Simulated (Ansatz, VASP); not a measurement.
# Two plane-wave programs on Na4H

Contents of INCAR:

```
  ALGO = Normal
  DIPOL = 0.5 0.5 0.292
  EDIFF = 1E-6
  ENCUT = 520
  GGA = PE
  IDIPOL = 3
  ISIF = 2
  ISMEAR = 0
  LASPH = T
  LCHARG = F
  LDIPOL = T
  LREAL = F
  LWAVE = F
  NBANDS = 40
  NELM = 100
  PREC = Accurate
  SIGMA = 0.1
```

KPOINTS

```
k-points
0
Gamma
  4 4 1
```

Contents of POSCAR:

```
Na4H
1.0
    7.2665057608      0.0000000000      0.0000000000
   -2.4221685869      6.8509273320      0.0000000000
    0.0000000000      0.0000000000     20.9665385532
Na H
8 2
Direct
    0.2500000000      0.2500000000      0.1907801800
    0.2500000000      0.7500000000      0.1907801800
    0.7500000000      0.2500000000      0.1907801800
    0.7500000000      0.7500000000      0.1907801800
    0.0000000000      0.0000000000      0.3322693699
    0.0000000000      0.5000000000      0.3322693699
    0.5000000000      0.0000000000      0.3322693699
    0.5000000000      0.5000000000      0.3322693699
   -0.0812632673      0.7500000000      0.4147817977
    0.0812632673      0.7500000000      0.4147817977
```

Input for Ansatz:

```yaml
crystal:
  lattice:
    - [7.2665057608, 0.0, 0.0]
    - [-2.4221685869, 6.850927332, 0.0]
    - [0.0, 0.0, 20.9665385532]
  atoms:
    - { symbol: Na, position: [0.25, 0.25, 0.19078018] }
    - { symbol: Na, position: [0.25, 0.75, 0.19078018] }
    - { symbol: Na, position: [0.75, 0.25, 0.19078018] }
    - { symbol: Na, position: [0.75, 0.75, 0.19078018] }
    - { symbol: Na, position: [0.0, 0.0, 0.3322693699] }
    - { symbol: Na, position: [0.0, 0.5, 0.3322693699] }
    - { symbol: Na, position: [0.5, 0.0, 0.3322693699] }
    - { symbol: Na, position: [0.5, 0.5, 0.3322693699] }
    - { symbol: H, position: [-0.0812632673, 0.75, 0.4147817977] }
    - { symbol: H, position: [0.0812632673, 0.75, 0.4147817977] }
basis:
  ecutwfc: 420
kpoints:
  mp_grid: { grid: [4, 4, 1] }
hamiltonian:
  xc: pbe
scf:
  occupations: { method: gaussian, width: 0.1 }
output:
  forces: true
  eigenvalues: true
efield:
  axis: 3
  dipole_correction: true
  ramp_width: 0.04
```

Alike in both runs: task single point; functional PBE; k mesh 4 × 4 × 1; occupations gaussian, width 0.1 eV; no spin polarisation.

```csv
,VASP,Ansatz
version,VASP 6.6.1,Ansatz 0.2.0
potentials or method,"VASP PAW PBE potentials, release 64 (Na_pv, H), cutoff 520 eV","scalar-relativistic, plane waves, PAW"
valence electrons in the cell,58,74
```

```tsv
	VASP	Ansatz	Ansatz less VASP
gap on the k mesh at the Fermi level (eV)	none	none	-
rms of the force components (eV/Å)	0.680	0.680	-0.0003
```

Atom by atom the forces differ by 0.001 eV/Å (rms over components). A gap of «none» marks a metal or a gap that the smearing closes. With one functional, cell and mesh, what is left measures potentials, basis and numerics. VASP's potentials hold 58 valence electrons a cell and Ansatz's 74, so a difference there can come from the potentials and not from the codes.
